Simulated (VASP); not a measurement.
**Cu3Ge: single point with PBEsol**

Cu3Ge:

```
CELL_PARAMETERS angstrom
5.80847 0.21757 -0.14138
0.21757 6.03436 -0.10311
-0.14138 -0.10311 6.26147
ATOMIC_POSITIONS crystal
Cu 0.44813 0.93635 0.88536
Cu 0.63838 0.57600 0.65158
Cu 0.18934 0.60506 0.71454
Cu 0.63136 0.72156 0.15039
Cu 0.91110 0.89194 0.91025
Cu 0.68210 0.16455 0.68792
Cu 0.74436 0.12653 0.20656
Cu 0.47566 0.35765 0.97555
Cu 0.33716 0.30947 0.41184
Cu 0.18235 0.17201 0.71935
Cu 0.22381 0.64718 0.11342
Cu 0.88418 0.43902 0.98240
Ge 0.91681 0.48706 0.42581
Ge 0.44023 0.87579 0.46256
Ge 0.92981 0.89380 0.48997
Ge 0.15996 0.09001 0.10526
```

```json
{
 "Program": "VASP 6.6.1",
 "Task": "single point",
 "Functional": "PBEsol",
 "Potentials or basis": "VASP PAW PBE potentials, release 64 (Cu, Ge_d)",
 "Cutoff": "410 eV",
 "k mesh": "1 × 1 × 1, shifted",
 "Occupations": "fermi-dirac, width 0.0664 eV",
 "Spin": "no spin polarisation",
 "Dipole correction": "no",
 "Mended": "yes",
 "Further INCAR settings": "LREAL = Auto; ALGO = Normal; EDIFF = 1e-06; NBANDS = 108; ISYM = -1"
}
```

```json
{
 "Pressure": "-3.8 GPa",
 "Largest force": "2.478 eV/Å"
}
```

Forces in eV/Å, atoms in the order of the input:
```
Cu   0.615 -1.057 -0.197
Cu  -1.062  0.218  1.375
Cu   0.189 -0.280  0.290
Cu   0.644 -0.965  0.400
Cu  -0.968 -1.152 -0.892
Cu   0.086  0.573 -0.428
Cu  -0.319  0.258  0.277
Cu  -0.168  0.064 -0.017
Cu   0.442  0.383 -0.642
Cu  -0.981  0.795 -0.366
Cu  -0.451  0.407  0.371
Cu   0.416 -0.181 -0.150
Ge   1.311 -1.695 -1.245
Ge  -0.786  1.007  0.628
Ge   0.509  0.706 -0.087
Ge   0.524  0.919  0.683
```

Stress tensor (GPa, compression positive):
```
-4.91 -0.31  2.95
-0.31 -4.78  3.10
 2.95  3.10 -1.83
```

Levels at points of the mesh, in eV from the Fermi level:
```csv
k point,band 92,band 93,band 94,band 95,band 96,band 97
"(0.25, 0.25, 0.25)",-0.53,-0.41,-0.09,0.08,0.83,1.01
```

Wall time 2.1 min on 1 thread of Intel(R) Xeon(R) Platinum 8375C CPU @ 2.90GHz (Ice Lake) (shared host), peak memory 0.24 GiB.

Caveat: the atoms stand as in a frame of molecular dynamics; the PAW data sets were made with another functional, which shifts forces and pressure a little.
